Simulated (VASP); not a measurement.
# Ga3Bi2N3: single point with PBE

Crystal: Ga3Bi2N3.

```
CELL_PARAMETERS angstrom
5.28596 0.00000 0.00000
0.00000 5.28596 0.00000
0.00000 0.00000 9.81637
ATOMIC_POSITIONS crystal
Ga 0.50000 0.50000 0.87666
Ga 0.50000 0.50000 0.12334
Ga 0.50000 0.50000 0.50000
Bi 0.50000 0.00000 0.50000
Bi 0.00000 0.50000 0.50000
N 0.50000 0.50000 0.29917
N 0.50000 0.50000 0.70083
N 0.00000 0.00000 0.50000
```

The cell was generated, and may not be a known phase.

```json
{"Program": "VASP 6.6.1", "Task": "single point", "Functional": "PBE", "Potentials or basis": "VASP PAW PBE potentials, release 64 (Ga_d, Bi_d, N_h)", "Cutoff": "1330 eV", "k mesh": "3 × 3 × 2", "Occupations": "gaussian, width 0.15 eV", "Spin": "no spin polarisation", "Dipole correction": "no", "Further INCAR settings": "ALGO = Normal; EDIFF = 1e-06; NBANDS = 52"}
```

The pressure is 0.0 GPa. The largest force is 0.122 eV/Å and the band gap on the k mesh is zero (bands 42 and 43 overlap by 0.74 eV).

Forces in eV/Å, atoms in the order of the input:
```
Ga   0.000  0.000 -0.122
Ga   0.000  0.000  0.122
Ga   0.000  0.000  0.000
Bi   0.000  0.000  0.000
Bi   0.000  0.000  0.000
N    0.000  0.000 -0.119
N    0.000  0.000  0.119
N    0.000  0.000  0.000
```

Stress tensor (GPa, compression positive):
```
 0.19  0.00  0.00
 0.00  0.19  0.00
 0.00  0.00 -0.28
```

Levels at points of the mesh, in eV from the Fermi level:
```tsv
k point	band 39	band 40	band 41	band 42	band 43	band 44	band 45	band 46
(0.00, 0.00, 0.00)	-1.80	-1.80	-0.68	-0.68	0.44	0.47	1.66	1.69
(0.00, 0.00, 0.50)	-1.99	-1.92	-0.38	-0.38	-0.38	0.46	0.93	1.64
```

Run time: 6.5 min on 1 thread of Intel(R) Xeon(R) Platinum 8488C (Sapphire Rapids) (shared host), peak memory 1.1 GiB.

Caveat: the k points lie up to 0.40 Å⁻¹ apart, too coarse for converged energies and pressures of a metal; spin-orbit coupling is left out, which moves the levels of the heavy elements.
